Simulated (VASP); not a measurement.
# MgTeF6 (P4/mmm) in VASP: relaxation of cell and atoms with PBE

Aim: the relaxation of cell and atoms of MgTeF6 with PBE.

Program: VASP 6.6.1. These are calculated values, not measurements. Logs are shortened: lines on timing, memory, paths and dates and some standing lists are left out, and cuts for length are marked.

## (1) The cell of the first run

Symmetry: P4/mmm, No. 123, tetragonal system. Conventional cell: a = 3.465 Å, b = 3.465 Å, c = 7.214 Å, α = 90.00°, β = 90.00°, γ = 90.00°. Within 3.2 Å of Mg (site symmetry 4/mmm) lie 12 F at 2.45 to 2.66 Å. Te (site symmetry 4/mmm) has 12 F at 2.35 to 2.45 Å within 3.1 Å. Within 3.2 Å of F (site symmetry 4/mmm) lie 4 Mg at 2.45 Å and 8 F at 2.66 Å. F (site symmetry 4/mmm) has 8 F at 2.35 Å and 4 Te at 2.45 Å within 3.1 Å. Within 3.2 Å of F (site symmetry 2mm) lie 2 Te at 2.35 Å and 9 F at 2.35 to 3.19 Å and 2 Mg at 2.66 Å.

The cell was generated, and may not be a known phase.

## (2) Relaxation of cell and atoms, PBE

INCAR

```
PREC = Accurate
ENCUT = 600
EDIFF = 1E-7
ISMEAR = 0
SIGMA = 0.02
LREAL = F
LASPH = T
NELM = 100
ALGO = Normal
ISIF = 3
LWAVE = F
LCHARG = F
GGA = PE
IBRION = 2
NSW = 100
EDIFFG = -0.01
```

KPOINTS

```
Automatic mesh
0
Gamma
  8 8 4
```

POSCAR

```
MgTeF6
1.0
    3.4648466689      0.0000000000      0.0000000000
    0.0000000000      3.4648466689      0.0000000000
    0.0000000000      0.0000000000      7.2142187427
Mg Te F
1 1 6
Direct
    0.0000000000      0.0000000000      0.0000000000
    0.0000000000      0.0000000000      0.5000000000
    0.5000000000      0.5000000000      0.0000000000
    0.5000000000      0.5000000000      0.5000000000
    0.5000000000      0.0000000000      0.2791476558
    0.5000000000      0.0000000000      0.7208523442
    0.0000000000      0.5000000000      0.2791476558
    0.0000000000      0.5000000000      0.7208523442
```

Potentials or basis: VASP PAW PBE potentials, release 64 (Mg, Te, F).

The run is started by

```sh
$ cat potpaw_PBE.64/Mg/POTCAR potpaw_PBE.64/Te/POTCAR potpaw_PBE.64/F/POTCAR > POTCAR
$ mpirun -np 1 vasp_std > vasp.out
```

OUTCAR:

```text
PREC = Accurate
   ENCUT = 600
   EDIFF = 1E-7
   ISMEAR = 0
   LREAL = F
   LASPH = T
   NELM = 100
   ISIF = 3
   GGA = PE
   IBRION = 2
   NSW = 100
   EDIFFG = -0.01

 ion  position               nearest neighbor table
   1  0.000  0.000  0.000-   3 2.45   3 2.45   3 2.45   3 2.45   8 2.66   5 2.66   7 2.66   8 2.66
                             6 2.66   5 2.66   6 2.66   7 2.66   2 3.61   2 3.61
   2  0.000  0.000  0.500-   5 2.35   6 2.35   7 2.35   8 2.35   7 2.35   8 2.35   5 2.35   6 2.35
                             4 2.45   4 2.45   4 2.45   4 2.45   1 3.61   1 3.61
   3  0.500  0.500  0.000-   1 2.45   1 2.45   1 2.45   1 2.45
   4  0.500  0.500  0.500-   2 2.45   2 2.45   2 2.45   2 2.45
   5  0.500  0.000  0.279-   2 2.35   2 2.35   1 2.66   1 2.66
   6  0.500  0.000  0.721-   2 2.35   2 2.35   1 2.66   1 2.66
   7  0.000  0.500  0.279-   2 2.35   2 2.35   1 2.66   1 2.66
   8  0.000  0.500  0.721-   2 2.35   2 2.35   1 2.66   1 2.66

  LATTYP: Found a simple tetragonal cell.
 ALAT       =     3.4648466689
 C/A-ratio  =     2.0821177478

  Lattice vectors:

 A1 = (   3.4648466689,   0.0000000000,   0.0000000000)
 A2 = (   0.0000000000,   3.4648466689,   0.0000000000)
 A3 = (   0.0000000000,   0.0000000000,   7.2142187427)

Analysis of symmetry for initial positions (statically):
=====================================================================
 Subroutine PRICEL returns:
 Original cell was already a primitive cell.

 Routine SETGRP: Setting up the symmetry group for a
 simple tetragonal supercell.

 Subroutine GETGRP returns: Found 16 space group operations
 (whereof 16 operations were pure point group operations)
 out of a pool of 16 trial point group operations.

The static configuration has the point symmetry D_4h.

Analysis of symmetry for dynamics (positions and initial velocities):
=====================================================================
 Subroutine PRICEL returns:
 Original cell was already a primitive cell.

 Routine SETGRP: Setting up the symmetry group for a
 simple tetragonal supercell.

 Subroutine GETGRP returns: Found 16 space group operations
 (whereof 16 operations were pure point group operations)
 out of a pool of 16 trial point group operations.

The dynamic configuration has the point symmetry D_4h.

 Subroutine INISYM returns: Found 16 space group operations
 (whereof 16 operations are pure point group operations),
 and found     1 'primitive' translations

----------------------------------------------------------------------------------------

                                     Primitive cell

  volume of cell :      86.6079

  direct lattice vectors                    reciprocal lattice vectors
     3.464846669  0.000000000  0.000000000     0.288613060  0.000000000  0.000000000
     0.000000000  3.464846669  0.000000000     0.000000000  0.288613060  0.000000000
     0.000000000  0.000000000  7.214218743     0.000000000  0.000000000  0.138615148

  length of vectors
     3.464846669  3.464846669  7.214218743     0.288613060  0.288613060  0.138615148

  position of ions in fractional coordinates (direct lattice)
     0.000000000  0.000000000  0.000000000
     0.000000000  0.000000000  0.500000000
     0.500000000  0.500000000  0.000000000
     0.500000000  0.500000000  0.500000000
     0.500000000  0.000000000  0.279147656
     0.500000000  0.000000000  0.720852344
     0.000000000  0.500000000  0.279147656
     0.000000000  0.500000000  0.720852344

  ion indices of the primitive-cell ions
   primitive index   ion index
                 1           1
                 2           2
                 3           3
                 4           4
                 5           5
                 6           6
                 7           7
                 8           8

----------------------------------------------------------------------------------------

 KPOINTS: Automatic mesh

Automatic generation of k-mesh.
 Grid dimensions read from file:
 generate k-points for:    8    8    4

 Generating k-lattice:

  Cartesian coordinates                     Fractional coordinates (reciprocal lattice)
     0.036076633  0.000000000  0.000000000     0.125000000  0.000000000  0.000000000
     0.000000000  0.036076633  0.000000000     0.000000000  0.125000000  0.000000000
     0.000000000  0.000000000  0.034653787     0.000000000  0.000000000  0.250000000

  Length of vectors
     0.036076633  0.036076633  0.034653787

  Shift w.r.t. Gamma in fractional coordinates (k-lattice)
     0.000000000  0.000000000  0.000000000

 Subroutine IBZKPT returns following result:
 ===========================================

 Found     45 irreducible k-points:

 Following reciprocal coordinates:
            Coordinates               Weight
  0.000000  0.000000  0.000000      1.000000
  0.125000  0.000000  0.000000      4.000000
  0.250000  0.000000  0.000000      4.000000
  0.375000  0.000000  0.000000      4.000000
  0.500000  0.000000  0.000000      2.000000
  0.125000  0.125000  0.000000      4.000000
[... 16 lines left out ...]
  0.375000  0.125000  0.250000     16.000000
  0.500000  0.125000  0.250000      8.000000
 [... further k-points ...]
   k-points           NKPTS =     45   k-points in BZ     NKDIM =     45   number of bands    NBANDS=     30
   number of dos      NEDOS =    301   number of ions     NIONS =      8
   total plane-waves  NPLWV =  47040
   dimension x,y,z NGX =    28 NGY =   28 NGZ =   60
   dimension x,y,z NGXF=    56 NGYF=   56 NGZF=  120
   ions per type =               1   1   6
   NGX,Y,Z   is equivalent  to a cutoff of  13.43, 13.43, 13.83 a.u.
   NGXF,Y,Z  is equivalent  to a cutoff of  26.87, 26.87, 27.65 a.u.
 SYSTEM =  unknown system
   PREC   = accura    normal or accurate (medium, high low for compatibility)
   ISTART =      0    job   : 0-new  1-cont  2-samecut
   ICHARG =      2    charge: 1-file 2-atom 10-const
   ISPIN  =      1    spin polarized calculation?
   LNONCOLLINEAR =      F non collinear calculations
   LSORBIT =      F    spin-orbit coupling
   LASPH  =      T    aspherical Exc in radial PAW
   ENCUT  =  600.0 eV  44.10 Ry    6.64 a.u.   6.92  6.92 14.41*2*pi/ulx,y,z
   NELM   =    100;   NELMIN=  2; NELMDL= -5     # of ELM steps
   EDIFF  = 0.1E-06   stopping-criterion for ELM
   LREAL  =      F    real-space projection
   EDIFFG = -.1E-01   stopping-criterion for IOM
   NSW    =    100    number of steps for IOM
   IBRION =      2    ionic relax: 0-MD 1-quasi-New 2-CG
   NFREE  =      1    steps in history (QN), initial steepest desc. (CG)
   ISIF   =      3    stress and relaxation
   ISYM   =      2    0-nonsym 1-usesym 2-fastsym
   POTIM  = 0.5000    time-step for ionic-motion
   TEBEG  =    0.0;   TEEND  =   0.0 temperature during run
   PSTRESS=    0.0 pullay stress
   NELECT =      50.0000    total number of electrons
   NUPDOWN=      -1.0000    fix difference up-down
   EMIN   =  10.00;   EMAX   =-10.00  energy-range for DOS
   EFERMI =   0.00;   METHOD = LEGACY
   ISMEAR =     0;   SIGMA  =   0.02  broadening in eV -4-tet -1-fermi 0-gaus
   EFERMI_NEDOS =   21; number of points for ismear=-14 and -15
   IALGO  =     38    algorithm
   IMIX   =      4    mixing-type and parameters
     AMIX     =   0.40;   BMIX     =  1.00
     AMIX_MAG =   1.60;   BMIX_MAG =  1.00
  volume/ion in A,a.u.               =      10.83        73.06
  Fermi-wavevector in a.u.,A,eV,Ry     =   1.363156  2.575992 25.282286  1.858196
  Thomas-Fermi vector in A             =   2.489584
   LORBIT       =      0    0 simple, 1 ext, 2 COOP (PROOUT), +10 PAW based schemes
   GGA     = PE    functional components
   LHFCALC =     F    Hartree Fock is set to
   AEXX    =    0.0000 exact exchange contribution
   IVDW    =     0    specifies the selected vdW correction
   LEPSILON=     F    determine dielectric tensor
   LRPA    =     F    only Hartree local field effects (RPA)
 conjugate gradient relaxation of ions
 non-spin polarized calculation
 Gauss-broadening in eV      SIGMA  =   0.02
  energy-cutoff  :      600.00
  volume of cell :       86.61
 maximum number of plane-waves:      2916
 NGX is ok and might be reduce to    28
   NGX = 13   NGY = 13   NGZ = 29

--------------------------------------- Ionic step        1  -------------------------------------------

 number of electron      49.9999982 magnetization

 Free energy of the ion-electron system (eV)
  ---------------------------------------------------
  ext. energy  EPLUGINS =         0.00000000
  ---------------------------------------------------
  free energy    TOTEN  =       -30.22920056 eV

  energy without entropy =      -30.22920056  energy(sigma->0) =      -30.22920056

------------------------ aborting loop because EDIFF is reached ----------------------------------------

  FORCE on cell =-STRESS in cart. coord.  units (eV):
  Direction    XX          YY          ZZ          XY          YZ          ZX
  --------------------------------------------------------------------------------------
  -------------------------------------------------------------------------------------
  Total       -0.6382147     -0.6382147     -0.6650930      0.0000000      0.0000000     -0.0000000
  in kB      -11.8064693    -11.8064693    -12.3036970      0.0000000      0.0000000     -0.0000000
  external PRESSURE =     -11.9722119 kB  Pullay stress =       0.0000000 kB
[... 195 lines left out ...]
  energy  without entropy=      -30.2327499802  energy(sigma->0) =      -30.23274998

--------------------------------------- Ionic step        6  -------------------------------------------

 number of electron      49.9999967 magnetization

 Free energy of the ion-electron system (eV)
  ---------------------------------------------------
  ext. energy  EPLUGINS =         0.00000000
  ---------------------------------------------------
  free energy    TOTEN  =       -30.23281686 eV

  energy without entropy =      -30.23281686  energy(sigma->0) =      -30.23281686

 E-fermi :   3.0760     XC(G=0): -10.7731

 val. band max:        2.9788313073   @ k =   0.5000   0.5000   0.0000
 cond. band min:       4.7748972742   @ k =   0.0000   0.0000   0.5000
 fundamental gap:      1.7960659669
 Fermi energy:         3.0759675713

 k-point     1 :       0.0000    0.0000    0.0000
  band No.  band energies     occupation
      1     -19.8959      2.00000
      2     -18.7928      2.00000
      3     -17.7569      2.00000
      4     -17.4278      2.00000
      5     -17.3822      2.00000
      6     -17.0058      2.00000
[... 781 lines left out ...]
     29       9.9131      0.00000
     30      11.7112      0.00000

 [... further k-points ...]

------------------------ aborting loop because EDIFF is reached ----------------------------------------

  FORCE on cell =-STRESS in cart. coord.  units (eV):
  Direction    XX          YY          ZZ          XY          YZ          ZX
  --------------------------------------------------------------------------------------
  -------------------------------------------------------------------------------------
  Total        0.0116952      0.0116952     -0.0048522      0.0000000     -0.0000000     -0.0000000
  in kB        0.2189222      0.2189222     -0.0908283      0.0000000     -0.0000000     -0.0000000
  external PRESSURE =       0.1156720 kB  Pullay stress =       0.0000000 kB
[... 23 lines left out ...]
  FREE ENERGIE OF THE ION-ELECTRON SYSTEM (eV)
  ---------------------------------------------------
  free  energy   TOTEN  =       -30.2328168638 eV

  energy  without entropy=      -30.2328168638  energy(sigma->0) =      -30.23281686

 reached required accuracy - stopping structural energy minimisation
```

Wall time 6.4 min (1 thread of Intel Xeon Platinum 8488C (Sapphire Rapids), shared host); peak memory 0.29 GiB.

Results:

```
Free energy                           : -30.2328 eV
Relaxed volume                        : 10.70 Å³/atom
Relaxed cell                          : a = 3.454 Å, b = 3.454 Å, c = 7.176 Å, α = 90.00°, β = 90.00°, γ = 90.00°
Space group after relaxing (to 0.1 Å) : P4/mmm (No. 123)
Energy gained by relaxing             : 0.5 meV/atom
Ionic steps                           : 6
Pressure after relaxing               : 0.0 GPa
Band gap on the k mesh                : 1.80 eV (least direct gap 2.04 eV)
```

Step by step:
```
step  energy change (eV)  largest force (eV/Å)  pressure (GPa)  volume (Å³)
   1              0.0000                0.0196           -1.20        86.61
   2             -0.0028                0.0587            0.29        85.60
   3             -0.0030                0.0420           -0.02        85.81
   4             -0.0033                0.0276           -0.01        85.74
   5             -0.0035                0.0023            0.00        85.61
   6             -0.0036                0.0001            0.01        85.59
```

Final structure:
```
CELL_PARAMETERS angstrom
3.45353 0.00000 0.00000
0.00000 3.45353 0.00000
0.00000 0.00000 7.17635
ATOMIC_POSITIONS crystal
Mg 0.00000 0.00000 0.00000
Te 0.00000 0.00000 0.50000
F 0.50000 0.50000 0.00000
F 0.50000 0.50000 0.50000
F 0.50000 0.00000 0.27836
F 0.50000 0.00000 0.72164
F 0.00000 0.50000 0.27836
F 0.00000 0.50000 0.72164
```

Levels at points of the mesh, in eV from the valence-band top:
| k point | band 22 | band 23 | band 24 | band 25 | band 26 | band 27 | band 28 | band 29 |
| --- | --- | --- | --- | --- | --- | --- | --- | --- |
| (0.00, 0.00, 0.00) | -0.76 | -0.54 | -0.54 | -0.44 | 2.48 | 4.60 | 5.04 | 5.04 |
| (0.50, 0.00, 0.00) | -0.71 | -0.65 | -0.53 | -0.04 | 2.75 | 3.56 | 4.52 | 6.88 |
| (0.50, 0.50, 0.00) | -1.01 | -0.10 | -0.06 | 0.00 | 4.55 | 4.55 | 4.92 | 6.64 |
| (0.00, 0.00, 0.50) | -0.69 | -0.67 | -0.67 | -0.25 | 1.80 | 5.03 | 5.03 | 5.36 |
| (0.50, 0.00, 0.50) | -0.92 | -0.71 | -0.39 | -0.20 | 2.94 | 3.57 | 4.50 | 7.04 |
| (0.50, 0.50, 0.50) | -0.54 | -0.51 | -0.10 | -0.07 | 4.54 | 4.54 | 4.56 | 6.88 |

Caveat: spin-orbit coupling is left out, which moves the levels of the heavy elements. A k mesh can miss the band edges.
